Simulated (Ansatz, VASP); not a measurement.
# Cd4InO: VASP beside Ansatz

```
Cd In O
1.0
     5.03958    0.00000    0.00000
    -2.51979    4.36441    0.00000
     0.00000    0.00000    5.99451
Cd In O
4 1 1
Direct
  0.33333 0.66667 0.76367
  0.33333 0.66667 0.23633
  0.66667 0.33333 0.76367
  0.66667 0.33333 0.23633
  0.00000 0.00000 0.50000
  0.00000 0.00000 0.00000
```

Change from the starting cell: species swapped into the TiCrB4 type (P6/mmm, No. 191).

Alike in both runs: functional PBE; k mesh 6 × 6 × 4; occupations gaussian, width 0.1 eV; no spin polarisation.

Ansatz relaxed the structure, and its values are those at the end. VASP's run is a single point on that final structure, the one shown.

|  | VASP | Ansatz |
| --- | --- | --- |
| version | VASP 6.6.1 | Ansatz 0.2.0 |
| potentials or method | VASP PAW PBE potentials, release 64 (Cd, In_d, O), cutoff 520 eV | scalar-relativistic, plane waves, PAW |
| valence electrons in the cell | 67 | 99 |

```tsv
	VASP	Ansatz	Ansatz less VASP
gap on the k mesh at the Fermi level (eV)	none	none	-
pressure (GPa)	0.2	0.0	-0.20
rms of the force components (eV/Å)	0.013	0.007	-0.0068
```

A gap of «none» marks a metal or a gap that the smearing closes. VASP's potentials hold 67 valence electrons a cell and Ansatz's 99, so a difference there can come from the potentials and not from the codes.
